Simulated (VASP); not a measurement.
Write the native input for VASP 6.6.1 that does the following.

```
Task                   : single point
Functional             : RPBE
Potentials or basis    : VASP PAW PBE potentials, release 64 (Sr_sv, O)
Cutoff                 : 520 eV
k mesh                 : 9 × 9 × 9
Occupations            : gaussian, width 0.01 eV
Spin                   : no spin polarisation
Dipole correction      : no
Further INCAR settings : ALGO = Normal; EDIFF = 1e-06; NBANDS = 15
```

The structure of SrO lies in POSCAR:

```
SrO
1.0
    0.0000000000      2.5663000000      2.5663000000
    2.5663000000      0.0000000000      2.5663000000
    2.5663000000      2.5663000000      0.0000000000
Sr O
1 1
Direct
    0.5000000000      0.5000000000      0.5000000000
    0.0000000000      0.0000000000      0.0000000000
```

One way to write it, as run:

INCAR

```
PREC = Accurate ; ENCUT = 520
EDIFF = 1E-6 ; ISMEAR = 0
SIGMA = 0.01 ; LREAL = False
LASPH = True ; NELM = 80
ALGO = Normal ; ISIF = 2
LWAVE = False ; LCHARG = True
GGA = RP ; LELF = True
LVHAR = True ; NBANDS = 15
```

KPOINTS

```
Automatic mesh
0
Gamma
  9 9 9
```

Potentials or basis: VASP PAW PBE potentials, release 64 (Sr_sv, O).

Command:

```console
$ cat potpaw_PBE.64/Sr_sv/POTCAR potpaw_PBE.64/O/POTCAR > POTCAR
$ mpirun -np 1 vasp_std > vasp.out
```

It gave:

| Quantity | Value |
| --- | --- |
| Pressure | 7.0 GPa |
| Band gap on the k mesh | 3.44 eV, indirect (least direct gap 3.53 eV) |

Caveat: the PAW data sets were made with another functional, which shifts forces and pressure a little.

It took 37 s on 1 thread of Intel Xeon 8259CL, with other jobs on the host, peak memory 0.17 GiB.
